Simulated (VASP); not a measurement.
# LiHSO4 (P1) in VASP: notebook, part 2 of 2

VASP 6.6.1.

## (3) Single point, LDA

The input, INCAR:

```
SYSTEM = LiHSO4
ALGO     = Normal         ! electronic algorithm
EDIFF    = 1E-6           ! SCF threshold, eV
ENCUT    = 910            ! plane-wave cutoff, eV
GGA      = CA             ! functional
GGA_COMPAT= .False.      
ISIF     = 2              ! what is computed and relaxed
ISMEAR   = -1             ! smearing method
LASPH    = .True.         ! aspherical terms in the spheres
LCHARG   = .False.        ! write CHGCAR
LREAL    = Auto         
LWAVE    = .False.        ! write WAVECAR
NBANDS   = 88             ! bands
NELM     = 120            ! most SCF steps
PREC     = Accurate       ! precision mode
SIGMA    = 0.05           ! smearing width, eV
```

The input, KPOINTS:

```
k-points
0
Gamma
  2 1 1
  0 0 0
```

The input, POSCAR:

```
LiHSO4
1.0
    5.3414780000      0.0000000000      0.0000000000
    0.0000000000      7.3736770000      0.0000000000
   -0.0226800000      0.0000000000      8.5596560000
Li H S O
4 4 4 16
Direct
    0.4471410960      0.2921473235      0.0041590456
    0.5726389354      0.8117117145      0.5131514631
    0.3228923550      0.6032268568      1.0812350403
    0.4926494957      0.2074677261      0.4927884952
    0.9057112034      0.6960028219      0.7908495388
    0.1124106742      0.2164049225      0.7468758090
    0.1583374388      0.2901944308      0.2052886237
    0.8561407676      0.8162955877      0.2670668074
    0.2405573803      0.5346993094      0.7156946494
    0.7725196311      1.0230445407      0.7935015145
    0.7815785413      0.4593230759      0.2594613615
    0.2005664685     -0.0198544091      0.2302195322
    0.3433036656      0.5294509103      0.8751753575
    0.7442598953      1.0153685875      0.6193940504
    0.6312494438      0.4364579571      0.1192688117
    0.3665100449     -0.0402106032      0.3750150707
    0.2629671928      0.3513850688      0.6540332929
    0.8015190587      0.8360415028      0.8552212846
    0.7731869795      0.6587893666      0.3025238397
    0.2709210770      0.1655754653      0.1772033829
    0.3686858594      0.6548835811      0.6096740336
    0.5819279602      0.1263006231      0.8622309121
    0.6995988405      0.3657062820      0.3964645308
    0.2424050940      0.8554212505      0.1014760406
    0.9736338462      0.5730519522      0.7206247541
    0.0480453271      1.1103008716      0.8215633899
    0.0492413719      0.4285243305      0.2170063844
    0.9215213499     -0.0256181550      0.2551153925
```

Potentials or basis: VASP PAW LDA potentials, release 64 (Li_sv, H_h, S, O_h).

Run with:

```
$ cat potpaw_LDA.64/Li_sv/POTCAR potpaw_LDA.64/H_h/POTCAR potpaw_LDA.64/S/POTCAR potpaw_LDA.64/O_h/POTCAR > POTCAR
$ mpirun -np 1 vasp_std > vasp.out
```

OUTCAR:

```text
SYSTEM = LiHSO4
   EDIFF = 1E-6
   ENCUT = 910
   GGA = CA
   ISIF = 2
   ISMEAR = -1
   LASPH = .True.
   LREAL = Auto
   NELM = 120
   PREC = Accurate

 ion  position               nearest neighbor table
   1  0.447  0.292  0.004-  15 1.75  22 1.87  20 1.99   3 2.48
   2  0.573  0.812  0.513-  21 1.79  16 1.95  14 1.98
   3  0.323  0.603  0.081-  13 1.85  24 1.92   1 2.48
   4  0.493  0.207  0.493-  23 1.81
   5  0.906  0.696  0.791-  25 1.15
   6  0.112  0.216  0.747-  26 1.07
   7  0.158  0.290  0.205-  20 1.12  27 1.18
[... 417 lines left out ...]
  Total       -6.2932399     -5.6125031    -10.1683742     -4.9085470      1.3821247     -3.3612090
  in kB      -29.9076993    -26.6725977    -48.3237065    -23.3271496      6.5683447    -15.9736525
  external PRESSURE =     -34.9680012 kB  Pullay stress =       0.0000000 kB

 VOLUME and BASIS-vectors are now :
 -----------------------------------------------------------------------------
  energy-cutoff  :      910.00
  volume of cell :      337.13
      direct lattice vectors                 reciprocal lattice vectors
     5.341478000  0.000000000  0.000000000     0.187214101  0.000000000  0.000496050
     0.000000000  7.373677000  0.000000000     0.000000000  0.135617549  0.000000000
    -0.022680000  0.000000000  8.559656000     0.000000000  0.000000000  0.116827125

 POSITION                                       TOTAL-FORCE (eV/Angst)
 -----------------------------------------------------------------------------------
      2.38830      2.15420      0.03560        -0.099173     -0.703483     -0.941204
      3.04710      5.98530      4.39240         0.079649      0.034629     -0.186075
      1.72288      4.44800      0.69534         0.033231      0.542534     -0.052324
      2.62030      1.52980      4.21810        -0.072679     -0.348309      0.530039
      4.81990      5.13210      6.76940        -0.026419      0.058063     -0.520456
      0.58350      1.59570      6.39300        -0.340446     -0.455875      0.002888
[... 20 lines left out ...]
      0.25810      3.15980      1.85750        -0.173872      0.686177      0.194123
      4.91650      7.18478      2.18370         0.475504     -0.398044      1.004923
 -----------------------------------------------------------------------------------
    total drift:                                0.016735     -0.030172     -0.013028

  FREE ENERGIE OF THE ION-ELECTRON SYSTEM (eV)
  ---------------------------------------------------
  free  energy   TOTEN  =      -175.7166488714 eV

  energy  without entropy=     -175.7166488714  energy(sigma->0) =     -175.71664887
```

stdout:

```text
POSCAR found type information on POSCAR LiH S O
 POSCAR found :  4 types and      28 ions
 scaLAPACK will be used
 LDA part: xc-table for (Slater(with rela. corr.)+CA(PZ))
 , standard interpolation
 POSCAR, INCAR and KPOINTS ok, starting setup
 FFT: planning ... GRIDC
 FFT: planning ... GRID_SOFT
 FFT: planning ... GRID
 WAVECAR not read
 entering main loop
```

It took 2.4 min on 1 thread of AMD EPYC 9R45 (Zen 5), shared host; peak memory 0.57 GiB.

Results:

```
Free energy            : -175.7166 eV
Pressure               : -3.5 GPa
Largest force          : 5.054 eV/Å
Band gap on the k mesh : 5.36 eV (least direct gap 5.42 eV)
```

Forces in eV/Å, atoms in the order of the input:
```
Li  -0.099 -0.703 -0.941
Li   0.080  0.035 -0.186
Li   0.033  0.543 -0.052
Li  -0.073 -0.348  0.530
H   -0.026  0.058 -0.520
H   -0.340 -0.456  0.003
H   -0.753 -0.152  0.278
H    0.081  0.156 -0.184
S    2.619 -0.651 -0.297
S    3.841 -1.336 -3.002
S    0.316  3.027  0.656
S    1.629 -1.493  0.740
O   -0.190  0.300  0.219
O   -0.465  0.118  1.129
O   -0.283  0.037  0.396
O   -2.184 -0.084 -2.050
O   -0.264 -1.615 -0.653
O   -0.388  1.148  0.305
O   -0.096  0.088 -0.034
O    0.319  0.068 -0.784
O   -0.139  0.282  0.732
O   -0.814  0.757  1.326
O    0.252 -0.634 -0.621
O    0.849 -0.096  1.212
O   -2.263  1.050  0.626
O   -1.944 -0.387 -0.026
O   -0.174  0.686  0.194
O    0.476 -0.398  1.005
```

Caveat: the k points lie up to 0.85 Å⁻¹ apart; the cutoff is under 1.25 times the usual one of these potentials, so pressure, stress and relaxed cells hold a basis-set (Pulay) error; the atoms stand as in a frame of molecular dynamics; an odd mesh through Γ misses points on the zone boundary, where band edges can lie; forces of over 1 eV/Å act on the atoms, so gaps and moduli don't describe the material at rest.

## (4) Single point, LDA

The input, INCAR:

```
PREC     = Accurate       # precision mode
ENCUT    = 910            # plane-wave cutoff, eV
EDIFF    = 1E-6           # SCF threshold, eV
ISMEAR   = -1             # smearing method
SIGMA    = 0.05           # smearing width, eV
LREAL    = Auto         
LASPH    = True           # aspherical terms in the spheres
NELM     = 120            # most SCF steps
ALGO     = Normal         # electronic algorithm
ISIF     = 2              # what is computed and relaxed
LWAVE    = False          # write WAVECAR
LCHARG   = True           # write CHGCAR
LELF     = True           # ELF
LVHAR    = True         
NBANDS   = 88             # bands
GGA_COMPAT= False
```

The input, KPOINTS:

```
Automatic mesh
0
Gamma
  2 1 1
```

The input, POSCAR:

```
LiHSO4
1.0
    5.3414780000      0.0000000000      0.0000000000
    0.0000000000      7.3736770000      0.0000000000
   -0.0226800000      0.0000000000      8.5596560000
Li H S O
4 4 4 16
Direct
    0.4752145164      0.3156362830      0.0373846799
    0.4321942991      0.8136374837      0.5227663355
    0.5083923416      0.7360099988      0.9817684262
    0.5134519765      0.1846704161      0.5111303538
    0.8696846041      0.5940048635      0.7804752901
    0.1244062392      0.1373805769      0.7236856247
    0.0986358225      0.3862387788      0.2231514911
    0.9008687347      0.8760351179      0.2808874562
    0.2220451683      0.4685993162      0.7296905390
    0.7884483024      0.9654884530      0.7442355160
    0.7457133362      0.5395137324      0.2915070419
    0.2576063885      0.0321684826      0.2292265016
    0.3611566281      0.4786350148      0.8778740641
    0.6329947471      0.9746833229      0.6052696510
    0.6172243273      0.5231582561      0.1406598583
    0.3339797132      0.0116359857      0.3900039908
    0.2441583446      0.2730930579      0.6731228451
    0.7648445857      0.7716096054      0.8069015858
    0.7360747001      0.7191120522      0.3539160920
    0.2485836952      0.2278510437      0.1897856643
    0.2805537538      0.6078649770      0.6204454945
    0.6926789902      0.0887616857      0.8655020716
    0.6486663255      0.4083580010      0.4072710399
    0.4214165359      0.9253592204      0.1228904526
    0.9568118956      0.4757192375      0.7623320376
    0.0558800860      1.0061601559      0.7090939169
    0.0134617964      0.5095422542      0.2559915959
    0.9949445132     -0.0344197339      0.2060947309
```

Run with:

```
$ cat potpaw_LDA.64/Li_sv/POTCAR potpaw_LDA.64/H_h/POTCAR potpaw_LDA.64/S/POTCAR potpaw_LDA.64/O_h/POTCAR > POTCAR
$ mpirun -np 1 vasp_std > vasp.out
```

It took 3.5 min on 1 thread of Intel Xeon Platinum 8375C at 2.90GHz (Ice Lake), shared host; peak memory 0.6 GiB.

The run converged. Its results:

```
Free energy            : -175.9111 eV
Pressure               : -1.4 GPa
Largest force          : 4.783 eV/Å
Band gap on the k mesh : 5.41 eV
```

Forces in eV/Å, atoms in the order of the input:
```
Li   0.303  0.102 -0.396
Li  -0.212 -0.760 -0.451
Li   0.229 -0.313  0.119
Li  -0.194  0.746 -0.022
H   -0.404  1.724  0.003
H    0.354  1.209 -0.235
H   -0.545  0.071  0.421
H    0.165 -0.253 -0.155
S    2.266 -2.378  0.514
S   -2.194 -0.539  4.215
S   -2.156 -2.677  0.685
S    1.568 -1.187 -1.786
O    0.029  0.708 -0.515
O    0.907  0.489 -0.436
O   -0.421  0.198 -0.079
O   -0.271 -0.082  0.348
O    1.422  2.994 -0.643
O    0.353  1.781 -0.544
O    0.018  2.049  0.526
O    0.317 -0.809 -0.532
O    0.676  0.046 -0.419
O    0.954 -0.747 -1.353
O    0.766  0.619 -1.224
O   -1.506  1.768  1.282
O   -2.731 -1.470  0.577
O   -0.864 -2.826 -0.093
O    2.347 -0.291 -0.023
O   -1.175 -0.173  0.216
```

Stress tensor (GPa, compression positive):
```
 2.36  0.60  2.33
 0.60 -4.13  0.34
 2.33  0.34 -2.41
```

Levels at points of the mesh, in eV from the valence-band top:
```
           k point  band 66  band 67  band 68  band 69  band 70  band 71
(0.00, 0.00, 0.00)    -0.18    -0.12     0.00     5.41     6.89     7.50
(0.50, 0.00, 0.00)    -0.20    -0.14    -0.01     6.47     7.22     7.48
```

Caveat: the k points lie up to 0.85 Å⁻¹ apart; the cutoff is under 1.25 times the usual one of these potentials, so pressure, stress and relaxed cells hold a basis-set (Pulay) error; forces of over 1 eV/Å act on the atoms, so gaps and moduli don't describe the material at rest.

## (5) Single point, LDA

The input, INCAR:

```
SYSTEM = LiHSO4
PREC = Accurate
ENCUT = 910
EDIFF = 1E-6
ISMEAR = -1
SIGMA = 0.05
LREAL = Auto
LASPH = .True.
NELM = 120
ALGO = Normal
ISIF = 2
LWAVE = .False.
LCHARG = .False.
GGA = CA
NBANDS = 88
GGA_COMPAT = .False.
```

The input, KPOINTS:

```
Automatic mesh
0
Gamma
  2 1 1
  0 0 0
```

The input, POSCAR:

```
LiHSO4
1.0
    5.3414780000      0.0000000000      0.0000000000
    0.0000000000      7.3736770000      0.0000000000
   -0.0226800000      0.0000000000      8.5596560000
Li H S O
4 4 4 16
Direct
    0.5215705387      0.3217119491     -0.0106896819
    0.4550093014      0.7703212386      0.4992139871
    0.5823522153      0.7345182058      1.0194685394
    0.5058176006      0.2021515182      0.5032445229
    0.8535165099      0.5754388211      0.7689444529
    0.1475395030      0.1137017529      0.7221785548
    0.1248432871      0.3776406262      0.2181512902
    0.9106373131      0.8827753101      0.2755367739
    0.2270864272      0.4663887501      0.7220967759
    0.7853206746      0.9729474182      0.7571916442
    0.7519971325      0.5364352141      0.2899532411
    0.2503522739      0.0289543467      0.2271236134
    0.3112042443      0.4905151121      0.8858299913
    0.6522501288      0.9801215866      0.6075711454
    0.6064712729      0.5368963137      0.1434286612
    0.3073536021     -0.0027530362      0.3889992775
    0.2870499497      0.2861937131      0.6600966207
    0.7629743565      0.7924268991      0.8338068726
    0.7494205446      0.7146231114      0.3621407215
    0.2801478844      0.2216261982      0.1809418509
    0.2556910560      0.6249934734      0.6246980019
    0.6922773085      0.1116674896      0.8634926450
    0.6653554673      0.3878797512      0.3916045224
    0.3695522685      0.9087596324      0.1126680792
    0.9335625155      0.4424929381      0.7453103256
    0.0604953137      0.9840544955      0.7246202417
    0.0453089487      0.5010525956      0.2564705871
    0.9608815557      0.0007187730      0.2216794694
```

Run with:

```
$ cat potpaw_LDA.64/Li_sv/POTCAR potpaw_LDA.64/H_h/POTCAR potpaw_LDA.64/S/POTCAR potpaw_LDA.64/O_h/POTCAR > POTCAR
$ mpirun -np 1 vasp_std > vasp.out
```

Wall time 2.1 min (1 thread of Intel Xeon 6975P-C (Granite Rapids), shared host); peak memory 0.6 GiB.

The run converged. Its results:

```yaml
Free_energy: -176.2679 eV
Pressure: -5.8 GPa
Largest_force: 3.655 eV/Å
Band_gap_on_the_k_mesh: 5.23 eV
```

Forces on the atoms (eV/Å):
```
Li   0.026 -0.320  0.226
Li   0.227  0.675  0.026
Li  -0.426  0.508 -0.443
Li   0.172 -0.346 -0.072
H    0.970 -1.533 -0.302
H   -0.613 -0.807 -0.371
H   -0.614 -0.019  0.299
H   -0.147  0.268  0.063
S   -2.744  0.477  2.368
S   -2.190 -0.274  1.512
S    1.460 -3.262  0.201
S   -0.650 -0.071 -2.111
O    0.951 -0.133 -1.607
O    0.129 -0.254  0.145
O    0.963 -0.344  0.284
O    1.211 -0.149  0.695
O    0.528  0.522 -0.200
O   -0.016 -0.055 -0.735
O    0.032  0.124  0.060
O    0.148 -0.936 -0.094
O    0.831 -1.079  0.017
O    0.679 -0.184 -0.450
O    0.507  1.617 -0.792
O   -0.592  1.007  1.486
O   -0.456  2.283 -0.136
O    1.601  1.498  0.170
O   -2.098  1.088  0.226
O    0.109 -0.300 -0.464
```

Stress tensor (GPa, compression positive):
```
-4.72  1.09  2.48
 1.09 -8.41 -0.22
 2.48 -0.22 -4.20
```

Levels at points of the mesh, in eV from the valence-band top:
```csv
k point,band 64,band 65,band 66,band 67,band 68,band 69,band 70,band 71,band 72,band 73
"(0.00, 0.00, 0.00)",-0.46,-0.37,-0.26,-0.24,0.00,5.23,6.53,7.10,7.33,7.58
"(0.50, 0.00, 0.00)",-0.40,-0.33,-0.28,-0.16,-0.01,6.12,6.75,7.34,7.57,7.87
```

Caveat: the k points lie up to 0.85 Å⁻¹ apart; the cutoff is under 1.25 times the usual one of these potentials, so pressure, stress and relaxed cells hold a basis-set (Pulay) error; forces of over 1 eV/Å act on the atoms, so gaps and moduli don't describe the material at rest.

## (6) Single point, LDA

The input, INCAR:

```
SYSTEM = LiHSO4
  PREC = Accurate
  ENCUT = 910
  EDIFF = 1E-6
  ISMEAR = -1
  SIGMA = 0.05
  LREAL = Auto
  LASPH = .True.
  NELM = 120
  ALGO = Normal
  ISIF = 2
  LWAVE = .False.
  LCHARG = .False.
  NBANDS = 88
  GGA_COMPAT = .False.
```

The input, KPOINTS:

```
regular mesh
0
Gamma
  2 1 1
  0 0 0
```

The input, POSCAR:

```
LiHSO4
1.0
    5.3414780000      0.0000000000      0.0000000000
    0.0000000000      7.3736770000      0.0000000000
   -0.0226800000      0.0000000000      8.5596560000
Li H S O
4 4 4 16
Direct
    0.5010686056      0.2387140093      0.0329335665
    0.4358535175      0.8648873554      0.5115509315
    0.5359887572      0.6899949645      1.0216999375
    0.4906921016      0.2101529535      0.4903468083
    0.9364284355      0.5922553971      0.7765382160
    0.0810729822      0.1579944443      0.7120613258
    0.0893038526      0.3642551742      0.1946456727
    0.8863858602      0.8464433688      0.3135172722
    0.2736567365      0.4804116047      0.6936260055
    0.7834420533      0.9794434988      0.7733021047
    0.7550024791      0.5029648030      0.2922897836
    0.1993035320      0.0370100291      0.2326028055
    0.4363429771      0.4705522089      0.8296478270
    0.6597798650      0.9884756276      0.6172677967
    0.5900696897      0.4820254535      0.1518635796
    0.2472928473      0.0683783681      0.3972355898
    0.2801806877      0.3272315834      0.5943112667
    0.7928275738      0.7897145481      0.8408749137
    0.7486377966      0.6823461348      0.3673862594
    0.1571157046      0.2006054781      0.1247830520
    0.2901029627      0.6649192798      0.6207492451
    0.6636604752      0.0886396299      0.8830611884
    0.7179831164      0.3558604479      0.3964294827
    0.4056796017      0.9263085432      0.1820400259
    0.9883258708      0.4592281436      0.7769354282
    0.0736379598      1.0345313471      0.7423078684
    0.0257054140      0.4949362442      0.2206747561
    0.9159993187     -0.0325753352      0.2464818680
```

Potentials or basis: VASP PAW LDA potentials, release 64 (Li_sv, H_h, S, O_h).

Run with:

```
$ cat potpaw_LDA.64/Li_sv/POTCAR potpaw_LDA.64/H_h/POTCAR potpaw_LDA.64/S/POTCAR potpaw_LDA.64/O_h/POTCAR > POTCAR
$ mpirun -np 1 vasp_std > vasp.out
```

Run time: 3.8 min. Hardware: 1 thread of Intel Xeon 6975P-C (Granite Rapids), shared host; peak memory 0.6 GiB.

Results (log left out):

* Free energy: -174.6206 eV
* Pressure: -4.5 GPa
* Largest force: 5.220 eV/Å
* Band gap on the k mesh: 4.78 eV

Forces in eV/Å, atoms in the order of the input:
```
Li   0.078  0.494 -0.444
Li  -0.460 -0.885 -0.174
Li   0.070 -0.015 -0.442
Li   0.976 -0.559 -0.251
H   -0.675 -0.401  0.444
H    0.201  2.331 -0.883
H   -0.382  0.112 -0.187
H    0.006  0.486 -0.664
S   -1.469  3.927  3.111
S    0.792 -3.946 -1.360
S    1.439  0.676 -2.179
S   -2.634  0.703  0.414
O    0.212 -0.217 -0.134
O    1.113  0.421  1.297
O    0.175  0.614  0.919
O    0.595  0.903  0.671
O   -0.500 -0.500 -0.441
O    0.511  2.010 -1.510
O   -0.469 -0.666 -0.394
O    1.300 -2.332  1.630
O   -0.515 -2.623  0.466
O   -0.682  2.347  1.523
O   -0.020 -0.583  0.696
O   -0.685 -0.802 -1.712
O    2.110  1.274 -1.869
O   -2.095 -2.733  1.355
O   -0.919  0.715  1.185
O    1.927 -0.752 -1.067
```

Stress tensor (GPa, compression positive):
```
-5.95 -1.53  0.61
-1.53 -3.94  4.89
 0.61  4.89 -3.71
```

Levels at points of the mesh, in eV from the valence-band top:
```
           k point  band 64  band 65  band 66  band 67  band 68  band 69  band 70  band 71  band 72  band 73
(0.00, 0.00, 0.00)    -0.72    -0.61    -0.50    -0.26     0.00     4.78     5.80     6.44     6.87     7.15
(0.50, 0.00, 0.00)    -0.73    -0.67    -0.62    -0.34    -0.16     5.95     6.50     6.70     6.97     7.18
```

Caveat: the k points lie up to 0.85 Å⁻¹ apart; the cutoff is under 1.25 times the usual one of these potentials, so pressure, stress and relaxed cells hold a basis-set (Pulay) error; the atoms stand as in a frame of molecular dynamics; forces of over 1 eV/Å act on the atoms, so gaps and moduli don't describe the material at rest.

## (7) Summary

| cell | gap on the mesh (eV) | pressure (GPa) | largest force (eV/Å) |
| --- | --- | --- | --- |
| as given, atomic positions A | 5.42 | -5.9 | 4.41 |
| as given, atomic positions B | 5.36 | -3.5 | 5.05 |
| as given, atomic positions C | 5.41 | -1.4 | 4.78 |
| as given, atomic positions D | 5.23 | -5.8 | 3.66 |
| as given, atomic positions E | 4.78 | -4.5 | 5.22 |

Alike in all rows: task single point; level LDA; potentials or basis VASP PAW LDA potentials, release 64 (Li_sv, H_h, S, O_h); no spin polarisation; k mesh 2 × 1 × 1; cutoff (eV) 910; smearing fermi-dirac 0.05 eV.

Caveats: all runs use coarse meshes; the cutoff is under 1.25 times the usual one of these potentials, so pressure, stress and relaxed cells hold a basis-set (Pulay) error; forces of over 1 eV/Å act on the atoms, so gaps and moduli don't describe the material at rest; the atoms stand as in a frame of molecular dynamics (at least some runs); an odd mesh through Γ misses points on the zone boundary, where band edges can lie (at least some runs).

Absolute energies hang on the potentials; compare differences alone.
